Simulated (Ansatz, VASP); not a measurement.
Al2O3 in VASP and in Ansatz

The input INCAR:

```
ALGO = Normal ; EDIFF = 1E-7
ENCUT = 520 ; GGA = PE
ISIF = 2 ; ISMEAR = -1
LASPH = T ; LCHARG = F
LREAL = F ; LWAVE = F
NBANDS = 20 ; NELM = 100
PREC = Accurate ; SIGMA = 0.02
```

The input KPOINTS:

```
k-points
0
Gamma
  12 12 4
```

The input POSCAR:

```
Al2O3
1.0
    2.8641420174      0.0000000000      0.0000000000
   -1.4320710087      2.4804197471      0.0000000000
    0.0000000000      0.0000000000      6.8332801002
Al O
2 3
Direct
    0.3333333333      0.6666666667      0.1993408385
    0.6666666667      0.3333333333      0.8006591615
    0.0000000000      0.0000000000      0.0000000000
    0.3333333333      0.6666666667      0.7032066470
    0.6666666667      0.3333333333      0.2967933530
```

Input for Ansatz:

```yaml
crystal:
  lattice:
    - [2.8641420174, 0.0, 0.0]
    - [-1.4320710087, 2.4804197471, 0.0]
    - [0.0, 0.0, 6.8332801002]
  atoms:
    - { symbol: Al, position: [0.3333333333, 0.6666666667, 0.1993408385] }
    - { symbol: Al, position: [0.6666666667, 0.3333333333, 0.8006591615] }
    - { symbol: O, position: [0.0, 0.0, 0.0] }
    - { symbol: O, position: [0.3333333333, 0.6666666667, 0.703206647] }
    - { symbol: O, position: [0.6666666667, 0.3333333333, 0.296793353] }
kpoints:
  mp_grid: { grid: [12, 12, 4] }
  band_path:
    path:
      - [[0.0, 0.0, 0.0], [0.5, 9.806150652191e-17, 5.427354572373e-18], [0.3333333333333, 0.3333333333333, 2.170941828987e-17], [0.0, 0.0, 0.0], [-7.620125964005e-35, 2.35499935569e-34, 0.5], [0.5, 1.001117316572e-16, 0.5], [0.3333333333333, 0.3333333333333, 0.5], [-7.620125964005e-35, 2.35499935569e-34, 0.5]]
      - [[0.5, 1.001117316572e-16, 0.5], [0.5, 9.806150652191e-17, 5.427354572373e-18]]
      - [[0.3333333333333, 0.3333333333333, 0.5], [0.3333333333333, 0.3333333333333, 2.170941828987e-17]]
    npoints: 10
hamiltonian:
  xc: pbe
scf:
  occupations: { method: fermi_dirac, width: 0.02 }
  n_extra_bands: 5
output:
  forces: true
  stress: true
  eigenvalues: true
```

Alike in both runs: task single point; functional PBE; k mesh 12 × 12 × 4; occupations fermi-dirac, width 0.02 eV; no spin polarisation.

```csv
,VASP,Ansatz
version,VASP 6.6.1,Ansatz 0.2.0
potentials or method,"VASP PAW PBE potentials, release 64 (Al, O)","plane waves, PAW"
plane-wave cutoff (eV),520,420
valence electrons in the cell,24,24
```

VASP gave:

| Property | Result |
| --- | --- |
| gap on the k mesh at the Fermi level (eV) | 4.79 |
| pressure (GPa) | 6.6 |
| traceless stress, the component that is largest in VASP (GPa) | -1.40 |
| rms of the force components (eV/Å) | 0.139 |

Task: What did Ansatz give for the same quantities?

Result: gap on the k mesh at the Fermi level (eV): 4.81; pressure (GPa): 6.5; traceless stress, the component that is largest in VASP (GPa): -1.11; rms of the force components (eV/Å): 0.154.

Atom by atom the forces differ by 0.018 eV/Å (rms over components).
